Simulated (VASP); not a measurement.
Here is a VASP 6.6.1 calculation.

The input INCAR:

```
PREC = Accurate
ENCUT = 600
EDIFF = 1E-7
ISMEAR = 0
SIGMA = 0.1
LREAL = F
LASPH = T
NELM = 60
ALGO = Normal
ISIF = 3
LWAVE = F
LCHARG = F
GGA = PE
IBRION = 2
NSW = 90
EDIFFG = -0.04
```

The input KPOINTS:

```
regular mesh
0
Gamma
  6 6 6
```

Contents of POSCAR:

```
C
1.0
   -2.3979090500      2.3979090500      2.4771653800
    2.3979090500     -2.3979090500      2.4771653800
    2.3979090500      2.3979090500     -2.4771653800
C
8
Direct
    0.5910748800      0.4089251200      0.5000000000
    0.1589251200      0.1589251200      0.3178502300
    0.8410748800      0.8410748800      0.6821497700
    0.9089251200      0.0910748800      0.5000000000
    0.1589251200      0.8410748800      0.0000000000
    0.5910748800      0.0910748800      0.1821497700
    0.9089251200      0.4089251200      0.8178502300
    0.8410748800      0.1589251200      0.0000000000
```

Potentials or basis: VASP PAW PBE potentials, release 64 (C).

Launch:

```sh
$ cat potpaw_PBE.64/C/POTCAR > POTCAR
$ mpirun -np 1 vasp_std > vasp.out
```

(1) What does it give for the relaxed volume?

(2) What does it give for the space group after relaxing (to 0.1 Å)?

(3) Estimate the relaxed cell.

(4) Estimate the band gap on the k mesh.

Results:

(1) 7.57 Å³/atom.

(2) I4_1/amd (No. 141).

(3) a = 4.286 Å, b = 4.286 Å, c = 4.286 Å, α = 109.68°, β = 109.68°, γ = 109.05°.

(4) 3.28 eV (least direct gap 3.54 eV).
